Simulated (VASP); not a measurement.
A run of VASP 6.6.1:

File INCAR:

```
SYSTEM = Al3GaO6
PREC = Accurate ; ENCUT = 600
EDIFF = 1E-6 ; ISMEAR = 0
SIGMA = 0.1 ; LREAL = .False.
LASPH = .True. ; NELM = 120
ALGO = Normal ; ISIF = 2
LWAVE = .False. ; LCHARG = .True.
GGA = PE ; LELF = .True.
LVHAR = .True. ; NBANDS = 40
GGA_COMPAT = .False.
```

File KPOINTS:

```
Automatic mesh
0
Gamma
  6 6 6
  0 0 0
```

POSCAR

```
Al3GaO6
1.0
    2.6684421100      1.5406257700      4.8563535600
   -2.6684421100      1.5406257700      4.8563535600
    0.0000000000     -3.0812515400      4.8563535600
Al Ga O
3 1 6
Direct
    0.8521600100      0.8521600100      0.8521600100
    0.6478399900      0.6478399900      0.6478399900
    0.1478399900      0.1478399900      0.1478399900
    0.3521600100      0.3521600100      0.3521600100
    0.0566800200      0.4433199800      0.7500000000
    0.7500000000      0.0566800200      0.4433199800
    0.4433199800      0.7500000000      0.0566800200
    0.9433199800      0.5566800200      0.2500000000
    0.2500000000      0.9433199800      0.5566800200
    0.5566800200      0.2500000000      0.9433199800
```

Potentials or basis: VASP PAW PBE potentials, release 64 (Al, Ga_d, O).

Launch:

```console
$ cat potpaw_PBE.64/Al/POTCAR potpaw_PBE.64/Ga_d/POTCAR potpaw_PBE.64/O/POTCAR > POTCAR
$ mpirun -np 1 vasp_std > vasp.out
```

Hardware: 1 thread of Intel Xeon 8259CL, with other jobs on the host.

Task: Estimate the wall time of this run.

Result: Run time: 8.4 min on 1 thread of Intel Xeon 8259CL, on a shared host, peak memory 0.43 GiB. Counts: scf iterations 14, k points 40.
